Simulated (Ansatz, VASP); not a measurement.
# One calculation of WS2, two programs

File INCAR:

```
  PREC = Accurate
  ENCUT = 520
  EDIFF = 1E-7
  ISMEAR = 0
  SIGMA = 0.01
  LREAL = F
  LASPH = T
  NELM = 100
  ALGO = Normal
  ISIF = 2
  LWAVE = F
  LCHARG = F
  NBANDS = 20
```

File KPOINTS:

```
regular mesh
0
Gamma
  8 8 8
```

Contents of POSCAR:

```
WS2
1.0
    1.5231215510      0.8793746375      5.4724601346
   -1.5231215510      0.8793746375      5.4724601346
    0.0000000000     -1.7587492750      5.4724601346
W S
1 2
Direct
   -0.0005399238     -0.0005399238     -0.0005399238
    0.7612557395      0.7612557395      0.7612557395
    0.5705841843      0.5705841843      0.5705841843
```

Input for Ansatz:

```yaml
crystal:
  lattice:
    - [1.52312155105, 0.87937463751, 5.47246013458]
    - [-1.52312155105, 0.87937463751, 5.47246013458]
    - [0.0, -1.75874927502, 5.47246013458]
  atoms:
    - { symbol: W, position: [-0.000539923848, -0.000539923848, -0.000539923848] }
    - { symbol: S, position: [0.761255739501, 0.761255739501, 0.761255739501] }
    - { symbol: S, position: [0.570584184346, 0.570584184346, 0.570584184346] }
kpoints:
  mp_grid: { grid: [8, 8, 8] }
scf:
  occupations: { method: fixed }
  convergence: { dr2_threshold: 1.0e-10 }
hamiltonian:
  xc: lda
  pseudopotentials: { kind: all_electron, lapw: { basis_error: 0.0005 } }
output:
  forces: true
  stress: true
  eigenstates:
    kpoints:
      - [0.0, 0.0, 0.0]
      - [0.0, -0.179714027, 0.179714027]
      - [-0.179714027, 0.0, 0.179714027]
      - [-0.179714027, 0.179714027, 0.0]
      - [0.5, 0.5, 0.5]
      - [0.0, 0.0, 0.5]
      - [0.0, 0.5, 0.0]
      - [0.5, 0.0, 0.0]
      - [0.5, 0.0, 0.5]
      - [0.5, 0.5, 0.0]
      - [0.0, 0.5, 0.5]
  eigenvalues: true
```

Alike in both runs: task single point; functional LDA; k mesh 8 × 8 × 8; no spin polarisation.

```csv
,VASP,Ansatz
version,VASP 6.6.1,Ansatz 0.2.0
potentials or method,"VASP PAW LDA potentials, release 64 (W_sv, S), cutoff 520 eV","all-electron LAPW, scalar-relativistic"
occupations,"gaussian, width 0.01 eV",fixed
```

```csv
,VASP,Ansatz,Ansatz less VASP
gap on the k mesh at the Fermi level (eV),0.40,0.39,-0.009
pressure (GPa),15.6,15.0,-0.58
rms of the force components (eV/Å),0.022,0.003,-0.0190
```

LDA's correlation is that of Perdew and Zunger in VASP and of Perdew and Wang (1992) in Ansatz. Atom by atom the forces differ by 0.024 eV/Å (rms over components). Ansatz ran all-electron here, and VASP with PAW potentials.

Spin-orbit coupling is off throughout.
